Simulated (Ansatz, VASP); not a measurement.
**Os in VASP and in Ansatz**

Contents of INCAR:

```
SYSTEM = Os
  PREC = Accurate
  ENCUT = 600
  EDIFF = 1E-6
  ISMEAR = -1
  SIGMA = 0.15
  LREAL = .FALSE.
  LASPH = .TRUE.
  NELM = 60
  ALGO = Normal
  ISIF = 3
  LWAVE = .FALSE.
  LCHARG = .FALSE.
  GGA = PS
  IBRION = 2
  NSW = 80
  EDIFFG = -0.001
```

The input KPOINTS:

```
regular mesh
0
G
  18 18 10
  0 0 0
```

File POSCAR:

```
Os
1.0
    2.7272132469      0.0000000000      0.0000000000
   -1.3636066235      2.3618359534      0.0000000000
    0.0000000000      0.0000000000      4.3132446889
Os
2
Direct
    0.3333333333      0.6666666667      0.2500000000
    0.6666666667      0.3333333333      0.7500000000
```

Input for Ansatz:

```yaml
crystal:
  lattice:
    - [2.7272132469, 0.0, 0.0]
    - [-1.3636066235, 2.3618359534, 0.0]
    - [0.0, 0.0, 4.3132446889]
  atoms:
    - { symbol: Os, position: [0.3333333333, 0.6666666667, 0.25] }
    - { symbol: Os, position: [0.6666666667, 0.3333333333, 0.75] }
basis:
  ecutwfc: 420
kpoints:
  mp_grid: { grid: [18, 18, 10] }
hamiltonian:
  xc: pbesol
scf:
  occupations: { method: fermi_dirac, width: 0.15 }
output:
  forces: true
  stress: true
  eigenvalues: true
relax:
  adjacent_minimum: "off"
  f_tol: 0.001
  max_steps: 60
  cell: { stress_tol: 0.01 }
```

Alike in both runs: task relaxation of cell and atoms; functional PBEsol; k mesh 18 × 18 × 10; occupations fermi-dirac, width 0.15 eV; no spin polarisation.

```csv
,VASP,Ansatz
version,VASP 6.6.1,Ansatz 0.2.0
potentials or method,"VASP PAW PBE potentials, release 64 (Os), cutoff 600 eV","scalar-relativistic, plane waves, PAW"
valence electrons in the cell,16,32
```

|  | VASP | Ansatz | Ansatz less VASP |
| --- | --- | --- | --- |
| gap on the k mesh at the Fermi level, each at its own relaxed structure (eV) | none | none | - |
| relaxed volume (Å³/atom) | 13.92 | 13.90 | -0.019 |
| relaxed length of the cell vector where the two differ most in proportion (Å) | 2.730 | 2.729 | -0.0014 |

VASP's potentials were made for PBE, not for PBEsol. A gap of «none» marks a metal or a gap that the smearing closes. VASP's potentials hold 16 valence electrons a cell and Ansatz's 32, so a difference there can come from the potentials and not from the codes.

Spin-orbit coupling is off throughout.
